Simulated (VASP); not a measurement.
# MgAuCl3 (Pm-3m) in VASP: single point with PBE

Aim: the single point of MgAuCl3 with PBE.

Everything below comes from runs of VASP 6.6.1. Logs are shortened: lines on timing, memory, paths and dates and some standing lists are left out, and cuts for length are marked.

**1. The cell of the first run**

The structure is cubic, space group Pm-3m (No. 221). Conventional cell: a = 5.074 Å, b = 5.074 Å, c = 5.074 Å, α = 90.00°, β = 90.00°, γ = 90.00°. Mg (site symmetry m-3m) has 12 Cl at 3.59 Å and 8 Au at 4.39 Å within 4.7 Å. Au (site symmetry m-3m) has 6 Cl at 2.54 Å within 3.3 Å. Within 3.3 Å of Cl (site symmetry 4/mmm) lie 2 Au at 2.54 Å.

**2. Single point, PBE**

The input, INCAR:

```
SYSTEM = MgAuCl3
ALGO = Normal ; EDIFF = 1E-7
ENCUT = 520 ; GGA = PE
ISIF = 2 ; ISMEAR = 0
LASPH = .TRUE. ; LCHARG = .FALSE.
LREAL = .FALSE. ; LWAVE = .FALSE.
NBANDS = 25 ; NELM = 100
PREC = Accurate ; SIGMA = 0.1
```

The input, KPOINTS:

```
k-points
0
G
  8 8 8
  0 0 0
```

The input, POSCAR:

```
MgAuCl3
1.0
    5.0743022364      0.0000000000      0.0000000000
    0.0000000000      5.0743022364      0.0000000000
    0.0000000000      0.0000000000      5.0743022364
Mg Au Cl
1 1 3
Direct
    0.5000000000      0.5000000000      0.5000000000
    0.0000000000      0.0000000000      0.0000000000
    0.5000000000      0.0000000000      0.0000000000
    0.0000000000      0.5000000000      0.0000000000
    0.0000000000      0.0000000000      0.5000000000
```

Potentials or basis: VASP PAW PBE potentials, release 64 (Mg, Au, Cl).

The run is started by

```
cat potpaw_PBE.64/Mg/POTCAR potpaw_PBE.64/Au/POTCAR potpaw_PBE.64/Cl/POTCAR > POTCAR
mpirun -np 1 vasp_std > vasp.out
```

OUTCAR:

```text
SYSTEM = MgAuCl3
   EDIFF = 1E-7
   ENCUT = 520
   GGA = PE
   ISIF = 2
   ISMEAR = 0
   LASPH = .TRUE.
   LREAL = .FALSE.
   NELM = 100
   PREC = Accurate

 ion  position               nearest neighbor table
   1  0.500  0.500  0.500-
   2  0.000  0.000  0.000-   3 2.54   4 2.54   5 2.54   5 2.54   4 2.54   3 2.54
   3  0.500  0.000  0.000-   2 2.54   2 2.54
   4  0.000  0.500  0.000-   2 2.54   2 2.54
   5  0.000  0.000  0.500-   2 2.54   2 2.54

  LATTYP: Found a simple cubic cell.
 ALAT       =     5.0743022364

  Lattice vectors:

 A1 = (   5.0743022364,   0.0000000000,   0.0000000000)
 A2 = (   0.0000000000,   5.0743022364,   0.0000000000)
 A3 = (   0.0000000000,   0.0000000000,   5.0743022364)

Analysis of symmetry for initial positions (statically):
=====================================================================
 Subroutine PRICEL returns:
 Original cell was already a primitive cell.

 Routine SETGRP: Setting up the symmetry group for a
 simple cubic supercell.

 Subroutine GETGRP returns: Found 48 space group operations
 (whereof 48 operations were pure point group operations)
 out of a pool of 48 trial point group operations.

The static configuration has the point symmetry O_h .

Analysis of symmetry for dynamics (positions and initial velocities):
=====================================================================
 Subroutine PRICEL returns:
 Original cell was already a primitive cell.

 Routine SETGRP: Setting up the symmetry group for a
 simple cubic supercell.

 Subroutine GETGRP returns: Found 48 space group operations
 (whereof 48 operations were pure point group operations)
 out of a pool of 48 trial point group operations.

The dynamic configuration has the point symmetry O_h .

 Subroutine INISYM returns: Found 48 space group operations
 (whereof 48 operations are pure point group operations),
 and found     1 'primitive' translations

----------------------------------------------------------------------------------------

                                     Primitive cell

  volume of cell :     130.6559

  direct lattice vectors                    reciprocal lattice vectors
     5.074302236  0.000000000  0.000000000     0.197071430  0.000000000  0.000000000
     0.000000000  5.074302236  0.000000000     0.000000000  0.197071430  0.000000000
     0.000000000  0.000000000  5.074302236     0.000000000  0.000000000  0.197071430

  length of vectors
     5.074302236  5.074302236  5.074302236     0.197071430  0.197071430  0.197071430

  position of ions in fractional coordinates (direct lattice)
     0.500000000  0.500000000  0.500000000
     0.000000000  0.000000000  0.000000000
     0.500000000  0.000000000  0.000000000
     0.000000000  0.500000000  0.000000000
     0.000000000  0.000000000  0.500000000

  ion indices of the primitive-cell ions
   primitive index   ion index
                 1           1
                 2           2
                 3           3
                 4           4
                 5           5

----------------------------------------------------------------------------------------

 KPOINTS: k-points

Automatic generation of k-mesh.
 Grid dimensions read from file:
 generate k-points for:    8    8    8

 Generating k-lattice:

  Cartesian coordinates                     Fractional coordinates (reciprocal lattice)
     0.024633929  0.000000000  0.000000000     0.125000000  0.000000000  0.000000000
     0.000000000  0.024633929  0.000000000     0.000000000  0.125000000  0.000000000
     0.000000000  0.000000000  0.024633929     0.000000000  0.000000000  0.125000000

  Length of vectors
     0.024633929  0.024633929  0.024633929

  Shift w.r.t. Gamma in fractional coordinates (k-lattice)
     0.000000000  0.000000000  0.000000000

 Subroutine IBZKPT returns following result:
 ===========================================

 Found     35 irreducible k-points:

 Following reciprocal coordinates:
            Coordinates               Weight
  0.000000  0.000000  0.000000      1.000000
  0.125000  0.000000  0.000000      6.000000
  0.250000  0.000000  0.000000      6.000000
  0.375000  0.000000  0.000000      6.000000
  0.500000  0.000000  0.000000      3.000000
  0.125000  0.125000  0.000000     12.000000
[... 16 lines left out ...]
  0.375000  0.375000  0.125000     24.000000
  0.500000  0.375000  0.125000     24.000000
 [... further k-points ...]
   k-points           NKPTS =     35   k-points in BZ     NKDIM =     35   number of bands    NBANDS=     25
   number of dos      NEDOS =    301   number of ions     NIONS =      5
   total plane-waves  NPLWV =  64000
   dimension x,y,z NGX =    40 NGY =   40 NGZ =   40
   dimension x,y,z NGXF=    80 NGYF=   80 NGZF=   80
   ions per type =               1   1   3
   NGX,Y,Z   is equivalent  to a cutoff of  13.10, 13.10, 13.10 a.u.
   NGXF,Y,Z  is equivalent  to a cutoff of  26.21, 26.21, 26.21 a.u.
 SYSTEM =  MgAuCl3
   PREC   = accura    normal or accurate (medium, high low for compatibility)
   ISTART =      0    job   : 0-new  1-cont  2-samecut
   ICHARG =      2    charge: 1-file 2-atom 10-const
   ISPIN  =      1    spin polarized calculation?
   LNONCOLLINEAR =      F non collinear calculations
   LSORBIT =      F    spin-orbit coupling
   LASPH  =      T    aspherical Exc in radial PAW
   ENCUT  =  520.0 eV  38.22 Ry    6.18 a.u.   9.43  9.43  9.43*2*pi/ulx,y,z
   NELM   =    100;   NELMIN=  2; NELMDL= -5     # of ELM steps
   EDIFF  = 0.1E-06   stopping-criterion for ELM
   LREAL  =      F    real-space projection
   EDIFFG = 0.1E-05   stopping-criterion for IOM
   NSW    =      0    number of steps for IOM
   IBRION =     -1    ionic relax: 0-MD 1-quasi-New 2-CG
   NFREE  =      0    steps in history (QN), initial steepest desc. (CG)
   ISIF   =      2    stress and relaxation
   ISYM   =      2    0-nonsym 1-usesym 2-fastsym
   POTIM  = 0.5000    time-step for ionic-motion
   TEBEG  =    0.0;   TEEND  =   0.0 temperature during run
   PSTRESS=    0.0 pullay stress
   NELECT =      34.0000    total number of electrons
   NUPDOWN=      -1.0000    fix difference up-down
   EMIN   =  10.00;   EMAX   =-10.00  energy-range for DOS
   EFERMI =   0.00;   METHOD = LEGACY
   ISMEAR =     0;   SIGMA  =   0.10  broadening in eV -4-tet -1-fermi 0-gaus
   EFERMI_NEDOS =   21; number of points for ismear=-14 and -15
   IALGO  =     38    algorithm
   IMIX   =      4    mixing-type and parameters
     AMIX     =   0.40;   BMIX     =  1.00
     AMIX_MAG =   1.60;   BMIX_MAG =  1.00
  volume/ion in A,a.u.               =      26.13       176.34
  Fermi-wavevector in a.u.,A,eV,Ry     =   1.045181  1.975106 14.863047  1.092403
  Thomas-Fermi vector in A             =   2.179966
   LORBIT       =      0    0 simple, 1 ext, 2 COOP (PROOUT), +10 PAW based schemes
   GGA     = PE    functional components
   LHFCALC =     F    Hartree Fock is set to
   AEXX    =    0.0000 exact exchange contribution
   IVDW    =     0    specifies the selected vdW correction
   LEPSILON=     F    determine dielectric tensor
   LRPA    =     F    only Hartree local field effects (RPA)
 non-spin polarized calculation
 Gauss-broadening in eV      SIGMA  =   0.10
  energy-cutoff  :      520.00
  volume of cell :      130.66
 maximum number of plane-waves:      3575
 NGX is ok and might be reduce to    40
   NGX = 19   NGY = 19   NGZ = 19

 number of electron      34.0000010 magnetization

 Free energy of the ion-electron system (eV)
  ---------------------------------------------------
  ext. energy  EPLUGINS =         0.00000000
  ---------------------------------------------------
  free energy    TOTEN  =       -11.73259965 eV

  energy without entropy =      -11.72055087  energy(sigma->0) =      -11.72657526

 E-fermi :   2.8672     XC(G=0):  -8.5069

 val. band max:        2.8593816810   @ k =   0.2500   0.2500   0.1250
 cond. band min:       2.8686339782   @ k =   0.0000   0.0000   0.0000
 fundamental gap:      0.0092522973
 Fermi energy:         2.8672406450

 k-point     1 :       0.0000    0.0000    0.0000
  band No.  band energies     occupation
      1     -13.2603      2.00000
      2     -12.5537      2.00000
      3     -12.5537      2.00000
      4      -2.3034      2.00000
      5      -2.3034      2.00000
      6      -2.3034      2.00000
[... 17 lines left out ...]
     24       8.1243      0.00000
     25      10.0816      0.00000

 k-point     2 :       0.1250    0.0000    0.0000
  band No.  band energies     occupation
      1     -13.2320      2.00000
      2     -12.5615      2.00000
      3     -12.5527      2.00000
      4      -2.6271      2.00000
      5      -2.2830      2.00000
      6      -2.2830      2.00000
[... 17 lines left out ...]
     24       8.7666      0.00000
     25      10.1370      0.00000

 k-point     3 :       0.2500    0.0000    0.0000
  band No.  band energies     occupation
      1     -13.1585      2.00000
      2     -12.5848      2.00000
      3     -12.5503      2.00000
      4      -3.2302      2.00000
      5      -2.2214      2.00000
      6      -2.2214      2.00000
[... 17 lines left out ...]
     24       9.5044      0.00000
     25      10.2978      0.00000

 k-point     4 :       0.3750    0.0000    0.0000
  band No.  band energies     occupation
      1     -13.0741      2.00000
      2     -12.6179      2.00000
      3     -12.5479      2.00000
      4      -3.7024      2.00000
      5      -2.1181      2.00000
      6      -2.1181      2.00000
[... 17 lines left out ...]
     24      10.3887      0.00000
     25      10.5301      0.00000
[... 477 lines left out ...]
 k-point    22 :       0.5000    0.2500    0.1250
  band No.  band energies     occupation
      1     -12.9039      2.00000
      2     -12.6285      2.00000
      3     -12.5720      2.00000
      4      -3.9674      2.00000
      5      -3.1221      2.00000
      6      -2.4905      2.00000
[... 17 lines left out ...]
     24      10.1156      0.00000
     25      10.3794      0.00000

 k-point    23 :       0.3750    0.3750    0.1250
  band No.  band energies     occupation
      1     -12.8598      2.00000
      2     -12.6123      2.00000
      3     -12.5946      2.00000
      4      -4.0012      2.00000
      5      -3.4419      2.00000
      6      -2.6320      2.00000
[... 17 lines left out ...]
     24       9.8465      0.00000
     25      10.4189      0.00000

 k-point    24 :       0.5000    0.3750    0.1250
  band No.  band energies     occupation
      1     -12.8160      2.00000
      2     -12.6241      2.00000
      3     -12.6000      2.00000
      4      -4.1367      2.00000
      5      -3.4951      2.00000
      6      -2.7123      2.00000
[... 17 lines left out ...]
     24       9.6027      0.00000
     25      10.2266      0.00000

 [... further k-points ...]
[... 5 lines left out ...]
  --------------------------------------------------------------------------------------
  -------------------------------------------------------------------------------------
  Total       -0.0957955     -0.0957955     -0.0957955      0.0000000      0.0000000     -0.0000000
  in kB       -1.1746999     -1.1746999     -1.1746999      0.0000000      0.0000000     -0.0000000
  external PRESSURE =      -1.1746999 kB  Pullay stress =       0.0000000 kB

 VOLUME and BASIS-vectors are now :
 -----------------------------------------------------------------------------
  energy-cutoff  :      520.00
  volume of cell :      130.66
      direct lattice vectors                 reciprocal lattice vectors
     5.074302236  0.000000000  0.000000000     0.197071430  0.000000000  0.000000000
     0.000000000  5.074302236  0.000000000     0.000000000  0.197071430  0.000000000
     0.000000000  0.000000000  5.074302236     0.000000000  0.000000000  0.197071430

 POSITION                                       TOTAL-FORCE (eV/Angst)
 -----------------------------------------------------------------------------------
      2.53715      2.53715      2.53715         0.000000      0.000000      0.000000
      0.00000      0.00000      0.00000         0.000000      0.000000      0.000000
      2.53715      0.00000      0.00000         0.000000      0.000000      0.000000
      0.00000      2.53715      0.00000         0.000000      0.000000      0.000000
      0.00000      0.00000      2.53715         0.000000      0.000000      0.000000
 -----------------------------------------------------------------------------------
    total drift:                                0.000000      0.000000     -0.000000

  FREE ENERGIE OF THE ION-ELECTRON SYSTEM (eV)
  ---------------------------------------------------
  free  energy   TOTEN  =       -11.7325996452 eV

  energy  without entropy=      -11.7205508674  energy(sigma->0) =      -11.72657526
```

It took 1.8 min on 1 thread of Intel Xeon Platinum 8375C at 2.90GHz (Ice Lake), shared host; peak memory 0.31 GiB.

What came out:

```
Free energy            : -11.7326 eV
Pressure               : -0.1 GPa
Band gap on the k mesh : zero (band 17 reaches 3.59 eV, above the bottom of band 18 at 1.70 eV)
```

Levels at points of the mesh, in eV from the Fermi level:
```csv
k point,band 15,band 16,band 17,band 18,band 19,band 20
"(0.00, 0.00, 0.00)",-3.02,-3.02,-3.02,-1.17,0.00,5.14
"(0.50, 0.00, 0.00)",-2.34,-2.34,-2.11,0.35,2.49,3.53
"(0.50, 0.50, 0.00)",-2.32,-2.32,0.41,0.72,3.58,3.66
"(0.50, 0.50, 0.50)",-2.44,-0.72,0.72,0.72,4.79,4.79
```

Caveat: spin-orbit coupling is left out, which moves the levels of the heavy elements.
